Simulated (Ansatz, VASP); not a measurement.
## One calculation of KCl, two programs

```
K Cl
1.0
    -0.03921    3.10564    3.10564
     3.10564   -0.03921    3.10564
     3.10564    3.10564   -0.03921
K Cl
1 1
Direct
  0.00000 0.00000 0.00000
  0.50000 0.50000 0.50000
```

Change from the starting cell: shear_111 strain -1.9%.

Alike in both runs: task single point; functional PBE; k mesh 8 × 8 × 8; occupations fermi-dirac, width 0.02 eV; no spin polarisation.

|  | VASP | Ansatz |
| --- | --- | --- |
| version | VASP 6.6.1 | Ansatz 0.2.0 |
| potentials or method | VASP PAW PBE potentials, release 64 (K_sv, Cl) | plane waves, PAW |
| plane-wave cutoff (eV) | 520 | 420 |
| valence electrons in the cell | 16 | 16 |

|  | VASP | Ansatz | Ansatz less VASP |
| --- | --- | --- | --- |
| gap on the k mesh at the Fermi level (eV) | 5.23 | 5.24 | +0.002 |
| pressure (GPa) | 1.2 | 1.2 | -0.03 |
| traceless stress, the component that is largest in VASP (GPa) | 0.07 | 0.07 | +0.001 |
